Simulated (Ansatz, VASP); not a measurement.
# One calculation of SrO, two programs

File POSCAR:

```
SrO
1.0
    4.2700192582      0.0000000000      0.0000000000
   -2.1350096291      3.6979451522      0.0000000000
    0.0000000000      0.0000000000      4.9525830079
Sr O
2 2
Direct
    0.3333333333      0.6666666667      0.9375000000
    0.6666666667      0.3333333333      0.4375000000
    0.3333333333      0.6666666667      0.4375000000
    0.6666666667      0.3333333333      0.9375000000
```

The input INCAR.step1:

```
SYSTEM = SrO
PREC = Accurate ; ENCUT = 520
ISMEAR = 0 ; SIGMA = 0.01
LREAL = .False. ; LASPH = .True.
NELM = 60 ; NBANDS = 24
GGA = PE ; ALGO = Normal
EDIFF = 1E-4 ; LWAVE = .True.
LCHARG = .False.
```

The input INCAR.step2:

```
SYSTEM = SrO
PREC = Accurate ; ENCUT = 520
EDIFF = 1E-6 ; ISMEAR = 0
SIGMA = 0.01 ; LREAL = .False.
LASPH = .True. ; NELM = 60
ALGO = Normal ; ISIF = 2
LWAVE = .False. ; LCHARG = .False.
METAGGA = R2SCAN ; LMIXTAU = .True.
NBANDS = 24 ; ISTART = 1
```

File KPOINTS:

```
Automatic mesh
0
Gamma
  12 12 6
  0 0 0
```

Input for Ansatz:

```yaml
crystal:
  lattice:
    - [4.2700192582, 0.0, 0.0]
    - [-2.1350096291, 3.6979451522, 0.0]
    - [0.0, 0.0, 4.9525830079]
  atoms:
    - { symbol: Sr, position: [0.3333333333, 0.6666666667, 0.9375] }
    - { symbol: Sr, position: [0.6666666667, 0.3333333333, 0.4375] }
    - { symbol: O, position: [0.3333333333, 0.6666666667, 0.4375] }
    - { symbol: O, position: [0.6666666667, 0.3333333333, 0.9375] }
kpoints:
  mp_grid: { grid: [12, 12, 6] }
  band_path:
    path:
      - [0.0, 0.0, 0.0]
      - [0.5, 0.0, 0.0]
      - [0.3333333333, 0.3333333333, 0.0]
      - [0.0, 0.0, 0.5]
      - [0.5, 0.0, 0.5]
      - [0.3333333333, 0.3333333333, 0.5]
    npoints: 1
hamiltonian:
  xc: r2scan
scf:
  occupations: { method: fixed }
  n_extra_bands: 5
output:
  forces: true
  stress: true
  eigenvalues: true
```

Change from the starting cell: uniaxial_z strain -3.7%.

Alike in both runs: task single point; functional r2SCAN; k mesh 12 × 12 × 6; no spin polarisation.

|  | VASP | Ansatz |
| --- | --- | --- |
| version | VASP 6.6.1 | Ansatz 0.2.0 |
| potentials or method | VASP PAW PBE potentials, release 64 (Sr_sv, O) | plane waves, PAW |
| plane-wave cutoff (eV) | 520 | 500 |
| occupations | gaussian, width 0.01 eV | fixed |
| valence electrons in the cell | 32 | 32 |

Ansatz gave:

```
gap on the k mesh at the Fermi level (eV)                     : 2.98
pressure (GPa)                                                : 3.7
traceless stress, the component that is largest in VASP (GPa) : 3.99
```

**Question.** Estimate VASP's values.

**Answer.** gap on the k mesh at the Fermi level (eV): 2.96; pressure (GPa): 4.2; traceless stress, the component that is largest in VASP (GPa): 4.19.

VASP's potentials were made for PBE, not for r2SCAN.
